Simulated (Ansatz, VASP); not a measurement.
GeSb4Te7: VASP beside Ansatz

```
CELL_PARAMETERS angstrom
4.25430 0.00000 0.00000
-2.12715 3.68433 0.00000
0.00000 0.00000 23.37436
ATOMIC_POSITIONS crystal
Ge 0.00000 0.00000 0.50000
Sb 0.66667 0.33333 0.91599
Sb 0.33333 0.66667 0.34433
Sb 0.33333 0.66667 0.08401
Sb 0.66667 0.33333 0.65567
Te 0.33333 0.66667 0.84270
Te 0.66667 0.33333 0.15730
Te 0.00000 0.00000 0.72876
Te 0.66667 0.33333 0.42917
Te 0.33333 0.66667 0.57083
Te 0.00000 0.00000 0.00000
Te 0.00000 0.00000 0.27124
```

Alike in both runs: functional PBEsol; k mesh 9 × 9 × 2; occupations gaussian, width 0.02 eV; no spin polarisation.

Ansatz relaxed the structure, and its values are those at the end. VASP's run is a single point on that final structure, the one shown.

|  | VASP | Ansatz |
| --- | --- | --- |
| version | VASP 6.6.1 | Ansatz 0.2.0 |
| potentials or method | VASP PAW PBE potentials, release 64 (Ge_d, Sb, Te), cutoff 520 eV | scalar-relativistic, plane waves, PAW |
| valence electrons in the cell | 76 | 186 |

|  | VASP | Ansatz | Ansatz less VASP |
| --- | --- | --- | --- |
| gap on the k mesh at the Fermi level (eV) | 0.03 | 0.05 | +0.013 |
| least direct gap on the mesh (eV) | 0.03 | 0.05 | +0.013 |
| pressure (GPa) | 0.0 | 0.0 | -0.05 |
| rms of the force components (eV/Å) | 0.015 | 0.000 | -0.0143 |

VASP's potentials were made for PBE, not for PBEsol. The functional is the same, so the differences come from potentials, cutoffs and numerics. VASP's potentials hold 76 valence electrons a cell and Ansatz's 186, so a difference there can come from the potentials and not from the codes.

Spin-orbit coupling is off throughout.
